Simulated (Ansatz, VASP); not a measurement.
## N in VASP and in Ansatz

```
N
1.0
     6.03248    0.00000    0.00000
     0.00000    6.03248    0.00000
     0.00000    0.00000    6.03248
N
8
Direct
  0.05262 0.05262 0.05262
  0.44738 0.94738 0.55262
  0.55262 0.44738 0.94738
  0.94738 0.55262 0.44738
  0.94738 0.94738 0.94738
  0.55262 0.05262 0.44738
  0.44738 0.55262 0.05262
  0.05262 0.44738 0.55262
```

Alike in both runs: functional PBEsol; k mesh 3 × 3 × 3; occupations fermi-dirac, width 0.05 eV; no spin polarisation.

Ansatz relaxed the structure, and its values are those at the end. VASP's run is a single point on that final structure, the one shown.

|  | VASP | Ansatz |
| --- | --- | --- |
| version | VASP 6.6.1 | Ansatz 0.2.0 |
| potentials or method | VASP PAW PBE potentials, release 64 (N_h), cutoff 910 eV | plane waves (420 eV) with PAW, scalar-relativistic |
| valence electrons in the cell | 40 | 40 |

VASP gave:

| Property | Result |
| --- | --- |
| gap on the k mesh at the Fermi level (eV) | 7.64 |
| rms of the force components (eV/Å) | 0.120 |

Task: What did Ansatz give for the same quantities?

Result: gap on the k mesh at the Fermi level (eV): 7.64; rms of the force components (eV/Å): 0.001.

VASP's potentials were made for PBE, not for PBEsol, and Ansatz warns of the same on its side. One of these differences is far larger than is usual between the two programs; its cause wasn't traced.

Noted on VASP's run: the cutoff is short for stress, so the pressure is rough.
